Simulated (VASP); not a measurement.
# Pt (Im-3m) in VASP: a series of runs

Pt is run at these levels: PBEsol; tasks: single point.

All numbers are computed with VASP 6.6.1; they aren't measurements. Logs are shortened: lines on timing, memory, paths and dates and some standing lists are left out, and cuts for length are marked.

## (1) The cell of the first run

The structure is cubic, space group Im-3m (No. 229). Conventional cell: a = 3.085 Å, b = 3.085 Å, c = 3.085 Å, α = 90.00°, β = 90.00°, γ = 90.00°. Pt (site symmetry m-3m) has 14 Pt at 2.67 to 3.09 Å within 3.5 Å.

## (2) Single point, PBEsol

Contents of INCAR:

```
SYSTEM = Pt
  PREC = Accurate
  ENCUT = 500
  EDIFF = 1E-6
  ISMEAR = -1
  SIGMA = 0.1
  LREAL = .False.
  LASPH = .True.
  NELM = 120
  ALGO = Normal
  ISIF = 2
  LWAVE = .False.
  LCHARG = .False.
  GGA = PS
  NBANDS = 11
  GGA_COMPAT = .False.
```

Contents of KPOINTS:

```
Automatic mesh
0
Gamma
  7 7 7
  0 0 0
```

Contents of POSCAR:

```
Pt
1.0
   -1.5427131674      1.5427131674      1.5427131674
    1.5427131674     -1.5427131674      1.5427131674
    1.5427131674      1.5427131674     -1.5427131674
Pt
1
Direct
    0.0000000000      0.0000000000      0.0000000000
```

Potentials or basis: VASP PAW PBE potentials, release 64 (Pt).

Launch:

```
$ cat potpaw_PBE.64/Pt/POTCAR > POTCAR
$ mpirun -np 1 vasp_std > vasp.out
```

OUTCAR:

```text
SYSTEM = Pt
   PREC = Accurate
   ENCUT = 500
   EDIFF = 1E-6
   ISMEAR = -1
   LREAL = .False.
   LASPH = .True.
   NELM = 120
   ISIF = 2
   GGA = PS

 ion  position               nearest neighbor table
   1  0.000  0.000  0.000-

  LATTYP: Found a body centered cubic cell.
 ALAT       =     3.0854263348

  Lattice vectors:

 A1 = (  -1.5427131674,   1.5427131674,   1.5427131674)
 A2 = (   1.5427131674,  -1.5427131674,   1.5427131674)
 A3 = (   1.5427131674,   1.5427131674,  -1.5427131674)

Analysis of symmetry for initial positions (statically):
=====================================================================
 Subroutine PRICEL returns:
 Original cell was already a primitive cell.

 Routine SETGRP: Setting up the symmetry group for a
 body centered cubic supercell.

 Subroutine GETGRP returns: Found 48 space group operations
 (whereof 48 operations were pure point group operations)
 out of a pool of 48 trial point group operations.

The static configuration has the point symmetry O_h .

Analysis of symmetry for dynamics (positions and initial velocities):
=====================================================================
 Subroutine PRICEL returns:
 Original cell was already a primitive cell.

 Routine SETGRP: Setting up the symmetry group for a
 body centered cubic supercell.

 Subroutine GETGRP returns: Found 48 space group operations
 (whereof 48 operations were pure point group operations)
 out of a pool of 48 trial point group operations.

The dynamic configuration has the point symmetry O_h .

 Subroutine INISYM returns: Found 48 space group operations
 (whereof 48 operations are pure point group operations),
 and found     1 'primitive' translations

----------------------------------------------------------------------------------------

                                     Primitive cell

  volume of cell :      14.6864

  direct lattice vectors                    reciprocal lattice vectors
    -1.542713167  1.542713167  1.542713167     0.000000000  0.324104319  0.324104319
     1.542713167 -1.542713167  1.542713167     0.324104319  0.000000000  0.324104319
     1.542713167  1.542713167 -1.542713167     0.324104319  0.324104319  0.000000000

  length of vectors
     2.672057587  2.672057587  2.672057587     0.458352723  0.458352723  0.458352723

  position of ions in fractional coordinates (direct lattice)
     0.000000000  0.000000000  0.000000000

  ion indices of the primitive-cell ions
   primitive index   ion index
                 1           1

----------------------------------------------------------------------------------------

 KPOINTS: Automatic mesh

Automatic generation of k-mesh.
 Grid dimensions read from file:
 generate k-points for:    7    7    7

 Generating k-lattice:

  Cartesian coordinates                     Fractional coordinates (reciprocal lattice)
     0.000000000  0.046300617  0.046300617     0.142857143  0.000000000  0.000000000
     0.046300617  0.000000000  0.046300617     0.000000000  0.142857143  0.000000000
     0.046300617  0.046300617  0.000000000     0.000000000  0.000000000  0.142857143

  Length of vectors
     0.065478960  0.065478960  0.065478960

  Shift w.r.t. Gamma in fractional coordinates (k-lattice)
     0.000000000  0.000000000  0.000000000

 Subroutine IBZKPT returns following result:
 ===========================================

 Found     20 irreducible k-points:

 Following reciprocal coordinates:
            Coordinates               Weight
  0.000000  0.000000  0.000000      1.000000
  0.142857  0.000000  0.000000     12.000000
  0.285714  0.000000  0.000000     12.000000
  0.428571  0.000000  0.000000     12.000000
  0.142857  0.142857  0.000000     24.000000
  0.285714  0.142857  0.000000     48.000000
[... 12 lines left out ...]
 -0.428571 -0.428571  0.285714      8.000000
 -0.428571  0.428571  0.428571      6.000000
   k-points           NKPTS =     20   k-points in BZ     NKDIM =     20   number of bands    NBANDS=     11
   number of dos      NEDOS =    301   number of ions     NIONS =      1
   total plane-waves  NPLWV =   8000
   dimension x,y,z NGX =    20 NGY =   20 NGZ =   20
   dimension x,y,z NGXF=    40 NGYF=   40 NGZF=   40
   ions per type =               1
   NGX,Y,Z   is equivalent  to a cutoff of  12.44, 12.44, 12.44 a.u.
   NGXF,Y,Z  is equivalent  to a cutoff of  24.89, 24.89, 24.89 a.u.
 SYSTEM =  Pt
   PREC   = accura    normal or accurate (medium, high low for compatibility)
   ISTART =      0    job   : 0-new  1-cont  2-samecut
   ICHARG =      2    charge: 1-file 2-atom 10-const
   ISPIN  =      1    spin polarized calculation?
   LNONCOLLINEAR =      F non collinear calculations
   LSORBIT =      F    spin-orbit coupling
   LASPH  =      T    aspherical Exc in radial PAW
   ENCUT  =  500.0 eV  36.75 Ry    6.06 a.u.   4.87  4.87  4.87*2*pi/ulx,y,z
   NELM   =    120;   NELMIN=  2; NELMDL= -5     # of ELM steps
   EDIFF  = 0.1E-05   stopping-criterion for ELM
   LREAL  =      F    real-space projection
   EDIFFG = 0.1E-04   stopping-criterion for IOM
   NSW    =      0    number of steps for IOM
   IBRION =     -1    ionic relax: 0-MD 1-quasi-New 2-CG
   NFREE  =      0    steps in history (QN), initial steepest desc. (CG)
   ISIF   =      2    stress and relaxation
   ISYM   =      2    0-nonsym 1-usesym 2-fastsym
   POTIM  = 0.5000    time-step for ionic-motion
   TEBEG  =    0.0;   TEEND  =   0.0 temperature during run
   PSTRESS=    0.0 pullay stress
   NELECT =      10.0000    total number of electrons
   NUPDOWN=      -1.0000    fix difference up-down
   EMIN   =  10.00;   EMAX   =-10.00  energy-range for DOS
   EFERMI =   0.00;   METHOD = LEGACY
   ISMEAR =    -1;   SIGMA  =   0.10  broadening in eV -4-tet -1-fermi 0-gaus
   EFERMI_NEDOS =   21; number of points for ismear=-14 and -15
   IALGO  =     38    algorithm
   IMIX   =      4    mixing-type and parameters
     AMIX     =   0.40;   BMIX     =  1.00
     AMIX_MAG =   1.60;   BMIX_MAG =  1.00
  volume/ion in A,a.u.               =      14.69        99.11
  Fermi-wavevector in a.u.,A,eV,Ry     =   1.440245  2.721668 28.222634  2.074305
  Thomas-Fermi vector in A             =   2.559010
   LORBIT       =      0    0 simple, 1 ext, 2 COOP (PROOUT), +10 PAW based schemes
   GGA     = PS    functional components
   LHFCALC =     F    Hartree Fock is set to
   AEXX    =    0.0000 exact exchange contribution
   IVDW    =     0    specifies the selected vdW correction
   LEPSILON=     F    determine dielectric tensor
   LRPA    =     F    only Hartree local field effects (RPA)
 non-spin polarized calculation
  energy-cutoff  :      500.00
  volume of cell :       14.69
 maximum number of plane-waves:       385
   NGX =  9   NGY =  9   NGZ =  9

 number of electron      10.0000003 magnetization

 Free energy of the ion-electron system (eV)
  ---------------------------------------------------
  ext. energy  EPLUGINS =         0.00000000
  ---------------------------------------------------
  free energy    TOTEN  =        -6.88766886 eV

  energy without entropy =       -6.86309510  energy(sigma->0) =       -6.87538198

 E-fermi :  11.4328     XC(G=0): -13.7808

 val. band max:       11.3377238965   @ k =  -0.4286  -0.4286   0.2857
 cond. band min:      11.5497804790   @ k =  -0.4286  -0.4286   0.1429
 fundamental gap:      0.2120565825
 Fermi energy:        11.4328460133

 k-point     1 :       0.0000    0.0000    0.0000
  band No.  band energies     occupation
      1       1.0278      2.00000
      2       7.4498      2.00000
      3       7.4498      2.00000
      4       7.4498      2.00000
      5      10.2574      1.99998
      6      10.2574      1.99998
      7      28.4200      0.00000
      8      28.4200      0.00000
      9      28.4200      0.00000
     10      39.3798      0.00000
     11      39.3798      0.00000

 k-point     2 :       0.1429    0.0000    0.0000
  band No.  band energies     occupation
      1       1.8844      2.00000
      2       7.1073      2.00000
      3       7.4224      2.00000
      4       8.1759      2.00000
      5       9.8906      2.00000
      6      10.2870      1.99998
      7      28.6420      0.00000
      8      28.8922      0.00000
      9      29.7325      0.00000
     10      35.0758      0.00000
     11      35.4448      0.00000

 k-point     3 :       0.2857    0.0000    0.0000
  band No.  band energies     occupation
      1       3.6442      2.00000
      2       6.4133      2.00000
      3       7.6975      2.00000
      4       9.8270      2.00000
      5      10.1081      2.00000
      6      10.4222      1.99992
      7      25.0841      0.00000
      8      26.9174      0.00000
      9      32.7476      0.00000
     10      33.1162      0.00000
     11      35.2214      0.00000

 k-point     4 :       0.4286    0.0000    0.0000
  band No.  band energies     occupation
      1       4.0617      2.00000
      2       5.9161      2.00000
      3       9.8542      2.00000
      4      10.6090      1.99947
      5      10.6099      1.99947
      6      12.1928      0.00100
      7      19.4880      0.00000
      8      24.8960      0.00000
      9      28.4662      0.00000
     10      36.0019      0.00000
     11      36.8271      0.00000

 k-point     5 :       0.1429    0.1429    0.0000
  band No.  band energies     occupation
      1       3.3339      2.00000
      2       6.8397      2.00000
      3       6.9353      2.00000
      4       9.5576      2.00000
      5       9.7573      2.00000
      6      10.5112      1.99980
      7      27.3298      0.00000
      8      28.0085      0.00000
      9      30.7318      0.00000
     10      31.5496      0.00000
     11      35.3297      0.00000
[... 155 lines left out ...]
 k-point    17 :      -0.2857    0.2857    0.2857
  band No.  band energies     occupation
      1       5.5828      2.00000
      2       6.3686      2.00000
      3       8.6716      2.00000
      4       8.6716      2.00000
      5       9.9438      2.00000
      6      11.9446      0.01191
      7      26.1942      0.00000
      8      26.8942      0.00000
      9      26.8942      0.00000
     10      30.1307      0.00000
     11      39.4074      0.00000

 k-point    18 :      -0.4286    0.4286    0.2857
  band No.  band energies     occupation
      1       5.3975      2.00000
      2       5.8219      2.00000
      3       8.7974      2.00000
      4       9.3372      2.00000
      5      11.7726      0.06472
      6      15.0699      0.00000
      7      20.7426      0.00000
      8      23.6635      0.00000
      9      28.2582      0.00000
     10      31.1980      0.00000
     11      35.0811      0.00000

 k-point    19 :      -0.4286   -0.4286    0.2857
  band No.  band energies     occupation
      1       5.2754      2.00000
      2       5.2754      2.00000
      3       8.8393      2.00000
      4      11.3377      1.44274
      5      11.3377      1.44272
      6      18.5426      0.00000
      7      19.5770      0.00000
      8      19.5770      0.00000
      9      30.5393      0.00000
     10      31.2974      0.00000
     11      31.2974      0.00000

 k-point    20 :      -0.4286    0.4286    0.4286
  band No.  band energies     occupation
      1       4.7467      2.00000
      2       4.8280      2.00000
      3      11.2094      1.80657
      4      11.2094      1.80656
      5      11.6835      0.15079
      6      17.1589      0.00000
      7      20.4323      0.00000
      8      20.4323      0.00000
      9      26.7134      0.00000
     10      31.2845      0.00000
     11      31.6550      0.00000

------------------------ aborting loop because EDIFF is reached ----------------------------------------

  FORCE on cell =-STRESS in cart. coord.  units (eV):
  Direction    XX          YY          ZZ          XY          YZ          ZX
  --------------------------------------------------------------------------------------
  -------------------------------------------------------------------------------------
  Total        0.8648516      0.8648516      0.8648516     -0.0000000      0.0000000      0.0000000
  in kB       94.3488517     94.3488517     94.3488517     -0.0000000      0.0000000      0.0000000
  external PRESSURE =      94.3488517 kB  Pullay stress =       0.0000000 kB

 VOLUME and BASIS-vectors are now :
 -----------------------------------------------------------------------------
  energy-cutoff  :      500.00
  volume of cell :       14.69
      direct lattice vectors                 reciprocal lattice vectors
    -1.542713167  1.542713167  1.542713167     0.000000000  0.324104319  0.324104319
     1.542713167 -1.542713167  1.542713167     0.324104319  0.000000000  0.324104319
     1.542713167  1.542713167 -1.542713167     0.324104319  0.324104319  0.000000000

 POSITION                                       TOTAL-FORCE (eV/Angst)
 -----------------------------------------------------------------------------------
      0.00000      0.00000      0.00000        -0.000000      0.000000     -0.000000
 -----------------------------------------------------------------------------------
    total drift:                                0.000000     -0.000000      0.000000

  FREE ENERGIE OF THE ION-ELECTRON SYSTEM (eV)
  ---------------------------------------------------
  free  energy   TOTEN  =        -6.8876688643 eV

  energy  without entropy=       -6.8630950992  energy(sigma->0) =       -6.87538198
```

Wall time 1.8 s (1 thread of Intel Xeon 6975P-C (Granite Rapids), shared host); peak memory 0.12 GiB.

Results:

- Free energy: -6.8877 eV
- Pressure: 9.4 GPa
- Band gap on the k mesh: zero (band 5 reaches 12.06 eV, above the bottom of band 6 at 10.26 eV)

Caveat: the k points lie up to 0.41 Å⁻¹ apart; the PAW data sets were made with another functional, which shifts forces and pressure a little; spin-orbit coupling is left out, which moves the levels of the heavy elements.

(Part 1 of 2 ends here.)
